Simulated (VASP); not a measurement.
A run of VASP 6.6.1 is set up as follows.

Contents of INCAR:

```
PREC = Accurate
ENCUT = 520
EDIFF = 1E-6
ISMEAR = -1
SIGMA = 0.05
LREAL = False
LASPH = True
NELM = 150
ALGO = Normal
ISIF = 2
LWAVE = False
LCHARG = True
LNONCOLLINEAR = True
MAGMOM = 0 0 0 0 0 0
LORBIT = 11
LSORBIT = True
GGA_COMPAT = False
LORBMOM = True
GGA = CA
LVHAR = True
NBANDS = 30
```

File KPOINTS:

```
regular mesh
0
Gamma
  8 8 8
```

POSCAR

```
GaN
1.0
    0.0000000000      2.1352350000      2.1352350000
    2.1352350000      0.0000000000      2.1352350000
    2.1352350000      2.1352350000      0.0000000000
Ga N
1 1
Direct
    0.0000000000      0.0000000000      0.0000000000
    0.5000000000      0.5000000000      0.5000000000
```

Potentials or basis: VASP PAW LDA potentials, release 64 (Ga_d, N).

The run is started by

```bash
$ cat potpaw_LDA.64/Ga_d/POTCAR potpaw_LDA.64/N/POTCAR > POTCAR
$ mpirun -np 1 vasp_ncl > vasp.out
```

Question: Predict the pressure.

Answer: -12.5 GPa.

Question: Estimate the net moment.

Answer: 0.00 μB per cell.

Moments on the atoms (μB; x, y, z):
```
Ga  0.00 0.00 0.00
N   0.00 0.00 0.00
```

Caveat: the cell stands under tension.
